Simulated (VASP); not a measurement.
Write the native input for VASP 6.6.1 that does the following.

```
Task                   : single point
Functional             : PBEsol
Potentials or basis    : VASP PAW PBE potentials, release 64 (Sn_d)
Cutoff                 : 520 eV
k mesh                 : 22 × 22 × 22
Occupations            : gaussian, width 0.15 eV
Spin                   : no spin polarisation
Dipole correction      : no
Further INCAR settings : ALGO = Fast; EDIFF = 1e-07; NBANDS = 21
```

The structure of Sn lies in POSCAR:

```
Sn
1.0
   -2.7644050261      2.7644050261      1.6663349333
    2.7644050261     -2.7644050261      1.6663349333
    2.7644050261      2.7644050261     -1.6663349333
Sn
2
Direct
    0.7500000000      0.2500000000      0.5000000000
    0.0000000000      0.0000000000      0.0000000000
```

This cell differs from its parent crystal: strain -0.050 along x and y, +0.050 along z.

One way to write it, as run:

INCAR

```
PREC = Accurate
ENCUT = 520
EDIFF = 1E-7
ISMEAR = 0
SIGMA = 0.15
LREAL = False
LASPH = True
NELM = 100
ALGO = Fast
ISIF = 2
LWAVE = False
LCHARG = False
GGA = PS
NBANDS = 21
```

KPOINTS

```
Automatic mesh
0
Gamma
  22 22 22
```

Potentials or basis: VASP PAW PBE potentials, release 64 (Sn_d).

Launch:

```bash
$ cat potpaw_PBE.64/Sn_d/POTCAR > POTCAR
$ mpirun -np 1 vasp_std > vasp.out
```

It gave:

The pressure is 4.4 GPa. The band gap on the k mesh is zero (bands 14 and 15 overlap by 5.77 eV).

Caveat: the cell differs from its parent crystal (strain -0.050 along x and y, +0.050 along z); the stress differs along the axes, from -0 to 7 GPa; the PAW data sets were made with another functional, which shifts forces and pressure a little; spin-orbit coupling is left out, which moves the levels of the heavy elements.

It took 8.3 min on 1 thread of Intel(R) Xeon(R) Platinum 8488C (Sapphire Rapids), on a shared host, peak memory 0.74 GiB.
